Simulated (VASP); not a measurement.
# BaZrO3 (Pm-3m) in VASP: notebook, part 3 of 3

VASP 6.6.1.

## Step 5: Single point, PBE

This run uses another cell than the first one, of 15.11 Å³/atom.

INCAR reads:

```
PREC     = Accurate       # precision mode
ENCUT    = 520            # plane-wave cutoff, eV
EDIFF    = 1E-6           # SCF threshold, eV
ISMEAR   = -1             # smearing method
SIGMA    = 0.02           # smearing width, eV
LREAL    = False          # projectors in reciprocal space
LASPH    = True           # aspherical terms in the spheres
NELM     = 100            # most SCF steps
ALGO     = Normal         # electronic algorithm
ISIF     = 2              # what is computed and relaxed
LWAVE    = False          # write WAVECAR
LCHARG   = False          # write CHGCAR
GGA      = PE             # functional
NBANDS   = 28             # bands
```

KPOINTS reads:

```
Automatic mesh
0
Gamma
  6 6 6
```

POSCAR reads:

```
BaZrO3
1.0
    4.2271627078      0.0000000000      0.0000000000
    0.0000000000      4.2271627078      0.0000000000
    0.0000000000      0.0000000000      4.2271627078
Ba Zr O
1 1 3
Direct
    0.0000000000      0.0000000000      0.0000000000
    0.5000000000      0.5000000000      0.5000000000
    0.0000000000      0.5000000000      0.5000000000
    0.5000000000      0.0000000000      0.5000000000
    0.5000000000      0.5000000000      0.0000000000
```

Potentials or basis: VASP PAW PBE potentials, release 64 (Ba_sv, Zr_sv, O).

On the command line:

```bash
> cat potpaw_PBE.64/Ba_sv/POTCAR potpaw_PBE.64/Zr_sv/POTCAR potpaw_PBE.64/O/POTCAR > POTCAR
> mpirun -np 1 vasp_std > vasp.out
```

OUTCAR:

```text
PREC = Accurate
   ENCUT = 520
   EDIFF = 1E-6
   ISMEAR = -1
   LREAL = False
   LASPH = True
   NELM = 100
   ISIF = 2
   GGA = PE

 ion  position               nearest neighbor table
   1  0.000  0.000  0.000-   3 2.99   4 2.99   5 2.99   3 2.99   4 2.99   3 2.99   5 2.99   3 2.99
                             4 2.99   5 2.99   4 2.99   5 2.99   2 3.66   2 3.66   2 3.66   2 3.66
   2  0.500  0.500  0.500-   3 2.11   4 2.11   5 2.11   5 2.11   4 2.11   3 2.11   1 3.66   1 3.66
                             1 3.66   1 3.66   1 3.66   1 3.66   1 3.66   1 3.66
   3  0.000  0.500  0.500-   2 2.11   2 2.11   1 2.99   1 2.99   1 2.99   1 2.99
   4  0.500  0.000  0.500-   2 2.11   2 2.11   1 2.99   1 2.99   1 2.99   1 2.99
   5  0.500  0.500  0.000-   2 2.11   2 2.11   1 2.99   1 2.99   1 2.99   1 2.99

  LATTYP: Found a simple cubic cell.
 ALAT       =     4.2271627078

  Lattice vectors:

 A1 = (   4.2271627078,   0.0000000000,   0.0000000000)
 A2 = (   0.0000000000,   4.2271627078,   0.0000000000)
 A3 = (   0.0000000000,   0.0000000000,   4.2271627078)

Analysis of symmetry for initial positions (statically):
=====================================================================
 Subroutine PRICEL returns:
 Original cell was already a primitive cell.

 Routine SETGRP: Setting up the symmetry group for a
 simple cubic supercell.

 Subroutine GETGRP returns: Found 48 space group operations
 (whereof 48 operations were pure point group operations)
 out of a pool of 48 trial point group operations.

The static configuration has the point symmetry O_h .

Analysis of symmetry for dynamics (positions and initial velocities):
=====================================================================
 Subroutine PRICEL returns:
 Original cell was already a primitive cell.

 Routine SETGRP: Setting up the symmetry group for a
 simple cubic supercell.

[... 123 lines left out ...]
   IMIX   =      4    mixing-type and parameters
     AMIX     =   0.40;   BMIX     =  1.00
     AMIX_MAG =   1.60;   BMIX_MAG =  1.00
  volume/ion in A,a.u.               =      15.11       101.95
  Fermi-wavevector in a.u.,A,eV,Ry     =   1.324481  2.502907 23.868034  1.754251
  Thomas-Fermi vector in A             =   2.454013
   LORBIT       =      0    0 simple, 1 ext, 2 COOP (PROOUT), +10 PAW based schemes
   GGA     = PE    functional components
   LHFCALC =     F    Hartree Fock is set to
   AEXX    =    0.0000 exact exchange contribution
   IVDW    =     0    specifies the selected vdW correction
   LEPSILON=     F    determine dielectric tensor
   LRPA    =     F    only Hartree local field effects (RPA)
 non-spin polarized calculation
  energy-cutoff  :      520.00
  volume of cell :       75.53
 maximum number of plane-waves:      2054
 NGX is ok and might be reduce to    32
   NGX = 15   NGY = 15   NGZ = 15

 number of electron      39.9999986 magnetization

 Free energy of the ion-electron system (eV)
  ---------------------------------------------------
  ext. energy  EPLUGINS =         0.00000000
  ---------------------------------------------------
  free energy    TOTEN  =       -41.72344675 eV

  energy without entropy =      -41.72344675  energy(sigma->0) =      -41.72344675

 E-fermi :   4.1775     XC(G=0): -10.6428

 val. band max:        3.6089368191   @ k =   0.5000   0.5000   0.5000
 cond. band min:       6.7413088657   @ k =   0.0000   0.0000   0.0000
 fundamental gap:      3.1323720466
 Fermi energy:         4.1775188721

 k-point     1 :       0.0000    0.0000    0.0000
  band No.  band energies     occupation
      1     -43.5699      2.00000
      2     -21.7866      2.00000
      3     -21.6971      2.00000
      4     -21.6971      2.00000
      5     -21.6971      2.00000
      6     -12.7180      2.00000
[... 609 lines left out ...]
     27      12.5854      0.00000
     28      12.5854      0.00000

------------------------ aborting loop because EDIFF is reached ----------------------------------------

  FORCE on cell =-STRESS in cart. coord.  units (eV):
  Direction    XX          YY          ZZ          XY          YZ          ZX
  --------------------------------------------------------------------------------------
  -------------------------------------------------------------------------------------
  Total        0.4452495      0.4452495      0.4452495      0.0000000     -0.0000000     -0.0000000
  in kB        9.4442426      9.4442426      9.4442426      0.0000000     -0.0000000     -0.0000000
  external PRESSURE =       9.4442426 kB  Pullay stress =       0.0000000 kB

 VOLUME and BASIS-vectors are now :
 -----------------------------------------------------------------------------
  energy-cutoff  :      520.00
  volume of cell :       75.53
      direct lattice vectors                 reciprocal lattice vectors
     4.227162708  0.000000000  0.000000000     0.236565297  0.000000000  0.000000000
     0.000000000  4.227162708  0.000000000     0.000000000  0.236565297  0.000000000
     0.000000000  0.000000000  4.227162708     0.000000000  0.000000000  0.236565297

 POSITION                                       TOTAL-FORCE (eV/Angst)
 -----------------------------------------------------------------------------------
      0.00000      0.00000      0.00000         0.000000      0.000000      0.000000
      2.11358      2.11358      2.11358         0.000000      0.000000      0.000000
      0.00000      2.11358      2.11358         0.000000      0.000000      0.000000
      2.11358      0.00000      2.11358         0.000000      0.000000      0.000000
      2.11358      2.11358      0.00000         0.000000      0.000000      0.000000
 -----------------------------------------------------------------------------------
    total drift:                                0.000000     -0.000000     -0.000000

  FREE ENERGIE OF THE ION-ELECTRON SYSTEM (eV)
  ---------------------------------------------------
  free  energy   TOTEN  =       -41.7234467509 eV

  energy  without entropy=      -41.7234467509  energy(sigma->0) =      -41.72344675
```

OSZICAR:

```text
N       E                     dE             d eps       ncg     rms          rms(c)
DAV:   1     0.310472309759E+03    0.31047E+03   -0.21913E+04  1120   0.140E+03
DAV:   2    -0.283366151946E+02   -0.33881E+03   -0.32638E+03  1432   0.350E+02
DAV:   3    -0.487636805626E+02   -0.20427E+02   -0.20350E+02  1724   0.810E+01
DAV:   4    -0.493580149025E+02   -0.59433E+00   -0.59349E+00  1520   0.110E+01
DAV:   5    -0.493701136527E+02   -0.12099E-01   -0.12098E-01  1576   0.121E+00    0.275E+01
DAV:   6    -0.418465876808E+02    0.75235E+01   -0.38769E+01  1332   0.380E+01    0.121E+01
DAV:   7    -0.417406255855E+02    0.10596E+00   -0.28133E+00  1572   0.917E+00    0.737E+00
DAV:   8    -0.417262156386E+02    0.14410E-01   -0.37675E-01  1352   0.439E+00    0.722E-01
DAV:   9    -0.417220178650E+02    0.41978E-02   -0.63904E-02  1524   0.138E+00    0.534E-01
DAV:  10    -0.417238408306E+02   -0.18230E-02   -0.17212E-02  1540   0.105E+00    0.264E-01
DAV:  11    -0.417233827342E+02    0.45810E-03   -0.22261E-03  1384   0.376E-01    0.406E-02
DAV:  12    -0.417234505477E+02   -0.67813E-04   -0.20246E-04  1324   0.962E-02    0.457E-02
DAV:  13    -0.417234462174E+02    0.43303E-05   -0.39341E-05  1632   0.425E-02    0.687E-03
DAV:  14    -0.417234467509E+02   -0.53356E-06   -0.51324E-06  1324   0.169E-02
   1 F= -.41723447E+02 E0= -.41723447E+02  d E =-.144979E-13
```

stdout:

```text
POSCAR found type information on POSCAR BaZrO
 POSCAR found :  3 types and       5 ions
 scaLAPACK will be used
 LDA part: xc-table for (Slater+PW92), standard interpolation
 POSCAR, INCAR and KPOINTS ok, starting setup
 FFT: planning ... GRIDC
 FFT: planning ... GRID_SOFT
 FFT: planning ... GRID
 WAVECAR not read
 entering main loop
```

Run time: 17 s. Hardware: 1 thread of Intel Xeon 6975P-C (Granite Rapids), shared host; peak memory 0.19 GiB.

What came out:

* Free energy: -41.7234 eV
* Pressure: 0.9 GPa
* Band gap on the k mesh: 3.13 eV (least direct gap 3.38 eV)

Levels at points of the mesh, in eV from the valence-band top:
| k point | band 17 | band 18 | band 19 | band 20 | band 21 | band 22 | band 23 | band 24 |
| --- | --- | --- | --- | --- | --- | --- | --- | --- |
| (0.00, 0.00, 0.00) | -0.95 | -0.25 | -0.25 | -0.25 | 3.13 | 3.13 | 3.13 | 4.62 |
| (0.50, 0.00, 0.00) | -1.69 | -1.61 | -0.49 | -0.49 | 3.55 | 5.54 | 5.54 | 6.34 |
| (0.50, 0.50, 0.00) | -0.93 | -0.93 | -0.85 | -0.07 | 5.52 | 5.52 | 6.31 | 6.34 |
| (0.50, 0.50, 0.50) | -2.52 | 0.00 | 0.00 | 0.00 | 5.88 | 5.88 | 5.88 | 6.78 |

Caveat: spin-orbit coupling is left out, which moves the levels of the heavy elements. A k mesh can miss the band edges.

## Step 6: Relaxation of cell and atoms, PBE

This run uses another cell than the first one, of 14.73 Å³/atom.

INCAR reads:

```
PREC     = Accurate       # precision mode
ENCUT    = 600            # plane-wave cutoff, eV
EDIFF    = 1E-6           # SCF threshold, eV
ISMEAR   = -1             # smearing method
SIGMA    = 0.02           # smearing width, eV
LREAL    = False          # projectors in reciprocal space
LASPH    = True           # aspherical terms in the spheres
NELM     = 80             # most SCF steps
ALGO     = Normal         # electronic algorithm
ISIF     = 3              # what is computed and relaxed
LWAVE    = False          # write WAVECAR
LCHARG   = False          # write CHGCAR
GGA      = PE             # functional
IBRION   = 2              # ionic algorithm
NSW      = 80             # ionic steps
EDIFFG   = -0.005         # ionic threshold
```

KPOINTS is that of step 5.

POSCAR, as its differences from that of step 5:

```diff
@@ -2,5 +2,5 @@
 1.0
-    4.2271627078      0.0000000000      0.0000000000
-    0.0000000000      4.2271627078      0.0000000000
-    0.0000000000      0.0000000000      4.2271627078
+    4.1913400000      0.0000000000      0.0000000000
+    0.0000000000      4.1913400000      0.0000000000
+    0.0000000000      0.0000000000      4.1913400000
 Ba Zr O
```

Potentials or basis: VASP PAW PBE potentials, release 64 (Ba_sv, Zr_sv, O).

On the command line:

```bash
> cat potpaw_PBE.64/Ba_sv/POTCAR potpaw_PBE.64/Zr_sv/POTCAR potpaw_PBE.64/O/POTCAR > POTCAR
> mpirun -np 1 vasp_std > vasp.out
```

It took 59 s on 1 thread of Intel Xeon 6975P-C (Granite Rapids), shared host; peak memory 0.24 GiB.

It converged, with:

| Property | Result |
| --- | --- |
| Free energy | -41.7284 eV |
| Relaxed volume | 15.19 Å³/atom |
| Relaxed cell | a = 4.235 Å, b = 4.235 Å, c = 4.235 Å, α = 90.00°, β = 90.00°, γ = 90.00° |
| Space group after relaxing (to 0.1 Å) | Pm-3m (No. 221) |
| Energy gained by relaxing | 6.9 meV/atom |
| Ionic steps | 3 |
| Pressure after relaxing | 0.0 GPa |
| Band gap on the k mesh | 3.12 eV (least direct gap 3.38 eV) |

Step by step:
```
step  energy change (eV)  largest force (eV/Å)  pressure (GPa)  volume (Å³)
   1              0.0000                0.0000            4.94        73.63
   2              0.0050                0.0000           -4.70        78.57
   3             -0.0347                0.0000           -0.01        75.96
```

Final structure:
```yaml
crystal:
  lattice:
    - [4.23510, 0.00000, 0.00000]
    - [0.00000, 4.23510, 0.00000]
    - [0.00000, 0.00000, 4.23510]
  atoms:
    - { symbol: Ba, position: [0.00000, 0.00000, 0.00000] }
    - { symbol: Zr, position: [0.50000, 0.50000, 0.50000] }
    - { symbol: O, position: [0.00000, 0.50000, 0.50000] }
    - { symbol: O, position: [0.50000, 0.00000, 0.50000] }
    - { symbol: O, position: [0.50000, 0.50000, 0.00000] }
```

Levels at points of the mesh, in eV from the valence-band top:
| k point | band 16 | band 17 | band 18 | band 19 | band 20 | band 21 | band 22 | band 23 | band 24 |
| --- | --- | --- | --- | --- | --- | --- | --- | --- | --- |
| (0.00, 0.00, 0.00) | -0.94 | -0.94 | -0.26 | -0.26 | -0.26 | 3.12 | 3.12 | 3.12 | 4.61 |
| (0.50, 0.00, 0.00) | -1.69 | -1.69 | -1.60 | -0.49 | -0.49 | 3.54 | 5.51 | 5.51 | 6.32 |
| (0.50, 0.50, 0.00) | -2.31 | -0.93 | -0.93 | -0.86 | -0.07 | 5.48 | 5.48 | 6.27 | 6.31 |
| (0.50, 0.50, 0.50) | -2.52 | -2.52 | 0.00 | 0.00 | 0.00 | 5.86 | 5.86 | 5.86 | 6.73 |

Caveat: spin-orbit coupling is left out, which moves the levels of the heavy elements. A k mesh can miss the band edges.

## Step 7: Summary

| task | level | potentials or basis | cell | cutoff (eV) | smearing | gap on the mesh (eV) | pressure (GPa) |
| --- | --- | --- | --- | --- | --- | --- | --- |
| single point | LDA | VASP PAW LDA potentials, release 64 (Ba_sv, Zr_sv, O) | a = 4.147 Å, 5 atoms | 520 | fermi-dirac 0.02 eV | 3.13 | 1.5 |
| single point | PBEsol | VASP PAW PBE potentials, release 64 (Ba_sv, Zr_sv, O) | a = 4.181 Å, 5 atoms | 520 | fermi-dirac 0.02 eV | 3.12 | 1.2 |
| single point | LDA | VASP PAW LDA potentials, release 64 (Ba_sv, Zr_sv, O) | a = 4.205 Å, 5 atoms | 520 | gaussian 0.01 eV | 3.05 | -5.4 |
| single point | PBE | VASP PAW PBE potentials, release 64 (Ba_sv, Zr_sv, O) | a = 4.227 Å, 5 atoms | 520 | fermi-dirac 0.02 eV | 3.13 | 0.9 |
| relaxation of cell and atoms | PBE | VASP PAW PBE potentials, release 64 (Ba_sv, Zr_sv, O) | relaxed from a = 4.191 Å, 5 atoms | 600 | fermi-dirac 0.02 eV | 3.12 | 0.0 |

Alike in all rows: no spin polarisation; k mesh 6 × 6 × 6.

Caveats: spin-orbit coupling is left out, which moves the levels of the heavy elements; the PAW data sets were made with another functional, which shifts forces and pressure a little (at least some runs); the cell stands under tension (at least some runs).

Total energies depend on the potentials used, so only differences within one code and one set of settings carry meaning.
